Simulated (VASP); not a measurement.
Wanted: the native input for a VASP 6.6.1 run.

* Task: single point
* Functional: PBE
* Potentials or basis: VASP PAW PBE potentials, release 64 (Hf_pv, Pd, Se, Br, O)
* Cutoff: 520 eV
* k mesh: 4 × 4 × 3
* Occupations: fermi-dirac, width 0.05 eV
* Spin: no spin polarisation
* Hubbard terms: Hf d U = 6.0 eV, Pd d U = 6.0 eV
* Dipole correction: no
* Further INCAR settings: ALGO = Normal; EDIFF = 1e-06; NBANDS = 53

The structure of Hf2Pd2Se2Br2O3 lies in POSCAR:

```
Hf2Pd2Se2Br2O3
1.0
    5.6066300000     -0.0934600000     -0.0140900000
    1.6139300000      5.3351200000      0.0025100000
    1.3691600000      1.9152900000      8.3154300000
Hf Pd Se Br O
2 2 2 2 3
Direct
    0.2331700000      0.6516100000      0.0228400000
    0.7668300000      0.3483900000      0.9771600000
    0.0000000000      0.5000000000      0.5000000000
    0.0000000000      0.0000000000      0.5000000000
    0.0241900000      0.3391700000      0.2533100000
    0.9758100000      0.6608300000      0.7466900000
    0.5000000000      0.5000000000      0.5000000000
    0.5000000000      0.0000000000      0.5000000000
    0.4479200000      0.3572400000      0.9210100000
    0.5520800000      0.6427600000      0.0789900000
    0.0000000000      0.0000000000      0.0000000000
```

The input as run:

INCAR

```
SYSTEM = Hf2Pd2Se2Br2O3
PREC = Accurate ; ENCUT = 520
EDIFF = 1E-6 ; ISMEAR = -1
SIGMA = 0.05 ; LREAL = .False.
LASPH = .True. ; NELM = 150
ALGO = Normal ; ISIF = 2
LWAVE = .False. ; LCHARG = .True.
LMAXMIX = 4 ; LDAU = .True.
LDAUTYPE = 2 ; LDAUL = 2 2 -1 -1 -1
LDAUU = 6 6 0 0 0 ; LDAUJ = 0 0 0 0 0
LDAUPRINT = 1 ; GGA = PE
LELF = .True. ; LVHAR = .True.
NBANDS = 53
```

KPOINTS

```
Automatic mesh
0
Gamma
  4 4 3
  0 0 0
```

Potentials or basis: VASP PAW PBE potentials, release 64 (Hf_pv, Pd, Se, Br, O).

Command:

```bash
$ cat potpaw_PBE.64/Hf_pv/POTCAR potpaw_PBE.64/Pd/POTCAR potpaw_PBE.64/Se/POTCAR potpaw_PBE.64/Br/POTCAR potpaw_PBE.64/O/POTCAR > POTCAR
$ mpirun -np 1 vasp_std > vasp.out
```

It gave:

```json
{
 "Pressure": "3.2 GPa",
 "Largest force": "1.708 eV/Å",
 "Band gap on the k mesh": "zero (band 42 reaches 2.76 eV, above the bottom of band 43 at 1.51 eV)"
}
```

Caveat: spin-orbit coupling is left out, which moves the levels of the heavy elements; U without spin polarisation on a metal has little footing; forces of over 1 eV/Å act on the atoms, so gaps and moduli don't describe the material at rest.

Wall time 7 min on 1 thread of AMD EPYC 7R43 64-Core Processor (Zen 3), with other jobs on the host, peak memory 0.52 GiB.
